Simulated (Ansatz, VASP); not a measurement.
CaO in VASP and in Ansatz

The input POSCAR:

```
CaO
1.0
   -0.0815146600      2.5896033556      2.5896033556
    2.5896033556     -0.0815146600      2.5896033556
    2.5896033556      2.5896033556     -0.0815146600
Ca O
1 1
Direct
   -0.0028147082     -0.0028147082     -0.0028147082
    0.2528147082      0.2528147082      0.2528147082
```

The input INCAR.step1:

```
SYSTEM = CaO
PREC = Accurate
ENCUT = 520
EDIFF = 1E-5
ISMEAR = 0
SIGMA = 0.01
LREAL = .False.
LASPH = .True.
NELM = 100
ALGO = Normal
ISIF = 2
LWAVE = .True.
LCHARG = .False.
NBANDS = 15
GGA = PE
```

INCAR.step2

```
SYSTEM = CaO
PREC = Accurate
ENCUT = 520
EDIFF = 1E-6
ISMEAR = 0
SIGMA = 0.01
LREAL = .False.
LASPH = .True.
NELM = 100
ALGO = Normal
ISIF = 2
LWAVE = .False.
LCHARG = .False.
GGA = PE
LHFCALC = .True.
HFSCREEN = 0.2079
PRECFOCK = Normal
NBANDS = 15
ISTART = 1
```

KPOINTS

```
Automatic mesh
0
Gamma
  6 6 6
  0 0 0
```

Input for Ansatz:

```yaml
crystal:
  lattice:
    - [-0.08151466, 2.5896033556, 2.5896033556]
    - [2.5896033556, -0.08151466, 2.5896033556]
    - [2.5896033556, 2.5896033556, -0.08151466]
  atoms:
    - { symbol: Ca, position: [-0.0028147082, -0.0028147082, -0.0028147082] }
    - { symbol: O, position: [0.2528147082, 0.2528147082, 0.2528147082] }
kpoints:
  mp_grid: { grid: [6, 6, 6] }
  band_path:
    path:
      - [0.0, 0.0, 0.0]
      - [-0.5, -0.5, 0.0]
      - [-0.375, -0.375, 0.25]
      - [-0.375, 0.0, 0.375]
      - [0.0, 0.0, 0.5]
      - [-0.5, -0.25, 0.25]
    npoints: 1
hamiltonian:
  xc: hse06
scf:
  occupations: { method: fixed }
  n_extra_bands: 4
output:
  forces: true
  stress: true
  eigenvalues: true
```

Change from the starting cell: epitaxial_111 strain +2.5%.

Alike in both runs: task single point; functional HSE06; k mesh 6 × 6 × 6; no spin polarisation.

|  | VASP | Ansatz |
| --- | --- | --- |
| version | VASP 6.6.1 | Ansatz 0.2.0 |
| potentials or method | VASP PAW PBE potentials, release 64 (Ca_sv, O) | plane waves, PAW |
| plane-wave cutoff (eV) | 520 | 420 |
| occupations | gaussian, width 0.01 eV | fixed |
| valence electrons in the cell | 16 | 16 |

|  | VASP | Ansatz | Ansatz less VASP |
| --- | --- | --- | --- |
| gap on the k mesh at the Fermi level (eV) | 4.57 | 4.59 | +0.016 |
| pressure (GPa) | -1.6 | -2.1 | -0.52 |
| traceless stress, the component that is largest in VASP (GPa) | 1.14 | 1.14 | -0.007 |
| rms of the force components (eV/Å) | 0.004 | 0.009 | +0.0054 |

Atom by atom the forces differ by 0.005 eV/Å (rms over components). Ansatz's warnings: stress exchange threshold loose, stress scf threshold loose.
